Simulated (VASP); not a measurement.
Runs of VASP 6.6.1 on C. It takes space group Fd-3m (No. 227, cubic). The conventional cell has a = 3.571 Å, b = 3.571 Å, c = 3.571 Å, α = 90.00°, β = 90.00°, γ = 90.00°. C (site symmetry -43m) has 4 C at 1.55 Å within 2.1 Å. 

| level | k mesh | cutoff (eV) | grid for exact exchange (PRECFOCK) | share of exact exchange | screening parameter | gap on the mesh (eV) | pressure (GPa) |
| --- | --- | --- | --- | --- | --- | --- | --- |
| HSE06 | 8 × 8 × 8 | 520 | Normal | 0.25 | 0.2079 1/Å | (a) | -9.1 |
| r2SCAN | 12 × 12 × 12 | 660 | - | - | - | 4.33 | -4.1 |
| PBE0 | 8 × 8 × 8 | 520 | Normal | 0.25 | - | (b) | -9.2 |
| PBEsol | 12 × 12 × 12 | 600 | - | - | - | (c) | -6.1 |

Alike in all rows: task single point; potentials or basis VASP PAW PBE potentials, release 64 (C); no spin polarisation; cell as given; smearing gaussian 0.02 eV.

Question: Estimate the missing entries.

Answer: (a) 5.27; (b) 6.03; (c) 4.03.

Caveats: the cell stands under tension; the PAW data sets were made with another functional, which shifts forces and pressure a little.

A k mesh can miss the band edges.
